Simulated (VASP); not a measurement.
Wanted: the native input for a VASP 6.6.1 run.

```
Task                   : electric field gradients
Functional             : PBE
Potentials or basis    : VASP PAW PBE potentials, release 64 (Bi_d)
Cutoff                 : 400 eV
k mesh                 : 12 × 12 × 12
Occupations            : fermi-dirac, width 0.15 eV
Spin                   : no spin polarisation
Dipole correction      : no
Further INCAR settings : ALGO = Normal; EDIFF = 1e-08; NBANDS = 22
```

The structure of Bi lies in POSCAR:

```
Bi
1.0
    2.2908411182      1.3226177363      4.0545670767
   -2.2908411182      1.3226177363      4.0545670767
    0.0000000000     -2.6452354726      4.0545670767
Bi
2
Direct
    0.2339139682      0.2339139682      0.2339139682
    0.7660860318      0.7660860318      0.7660860318
```

One way to write it, as run:

INCAR

```
SYSTEM = Bi
PREC = Accurate
ENCUT = 400
EDIFF = 1E-8
ISMEAR = -1
SIGMA = 0.15
LREAL = .FALSE.
LASPH = .TRUE.
NELM = 120
ALGO = Normal
ISIF = 2
LWAVE = .FALSE.
LCHARG = .FALSE.
GGA = PE
LEFG = .TRUE.
NBANDS = 22
GGA_COMPAT = .FALSE.
```

KPOINTS

```
regular mesh
0
G
  12 12 12
  0 0 0
```

Potentials or basis: VASP PAW PBE potentials, release 64 (Bi_d).

Command:

```bash
$ cat potpaw_PBE.64/Bi_d/POTCAR > POTCAR
$ mpirun -np 1 vasp_std > vasp.out
```

Results of the run:

The pressure is -0.1 GPa. The largest force is 0.007 eV/Å. The band gap on the k mesh is zero (bands 15 and 16 overlap by 0.20 eV) and the largest electric field gradient by atom is Bi -24.1 V/Å².

Caveat: without QUAD_EFG the Cq values of the log hold for a quadrupole moment of 1 mb, not for the nuclei; spin-orbit coupling is left out, which moves the levels of the heavy elements.

Wall time 2 min on 1 thread of AMD EPYC 7R13 Processor (Zen 3) (shared host), peak memory 0.25 GiB.
